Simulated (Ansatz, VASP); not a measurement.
# GaSb3 in VASP and in Ansatz

INCAR

```
PREC = Accurate
ENCUT = 520
EDIFF = 1E-6
ISMEAR = 0
SIGMA = 0.15
LREAL = F
LASPH = T
NELM = 60
ALGO = Normal
ISIF = 2
LWAVE = F
LCHARG = F
GGA = PE
IVDW = 12
NBANDS = 22
```

The input KPOINTS:

```
regular mesh
0
Gamma
  12 12 12
```

POSCAR

```
GaSb3
1.0
    0.0000000000      4.0948243263      2.8950407987
    4.0948243263      0.0000000000      2.8950407987
    4.0948243263      4.0948243263      0.0000000000
Ga Sb
1 3
Direct
    0.0000000000      0.0000000000      0.0000000000
    0.2500000000      0.2500000000      0.2500000000
    0.7500000000      0.7500000000      0.7500000000
    0.5000000000      0.5000000000      0.5000000000
```

Input for Ansatz:

```yaml
crystal:
  lattice:
    - [0.0, 4.0948243263, 2.8950407987]
    - [4.0948243263, 0.0, 2.8950407987]
    - [4.0948243263, 4.0948243263, 0.0]
  atoms:
    - { symbol: Ga, position: [0.0, 0.0, 0.0] }
    - { symbol: Sb, position: [0.25, 0.25, 0.25] }
    - { symbol: Sb, position: [0.75, 0.75, 0.75] }
    - { symbol: Sb, position: [0.5, 0.5, 0.5] }
basis:
  ecutwfc: 420
kpoints:
  mp_grid: { grid: [12, 12, 12] }
hamiltonian:
  xc: pbe
  dispersion: d3bj
scf:
  occupations: { method: gaussian, width: 0.15 }
output:
  forces: true
  stress: true
  eigenvalues: true
```

Alike in both runs: task single point; functional PBE; dispersion D3(BJ); k mesh 12 × 12 × 12; occupations gaussian, width 0.15 eV; no spin polarisation.

|  | VASP | Ansatz |
| --- | --- | --- |
| version | VASP 6.6.1 | Ansatz 0.2.0 |
| potentials or method | VASP PAW PBE potentials, release 64 (Ga_d, Sb), cutoff 520 eV | scalar-relativistic, plane waves, PAW |
| valence electrons in the cell | 28 | 58 |

|  | VASP | Ansatz | Ansatz less VASP |
| --- | --- | --- | --- |
| gap on the k mesh at the Fermi level (eV) | none | none | - |
| pressure (GPa) | 4.1 | 4.1 | +0.03 |
| traceless stress, the component that is largest in VASP (GPa) | 7.07 | 6.98 | -0.087 |

A gap of «none» marks a metal or a gap that the smearing closes. VASP's potentials hold 28 valence electrons a cell and Ansatz's 58, so a difference there can come from the potentials and not from the codes.

Spin-orbit coupling is off throughout.
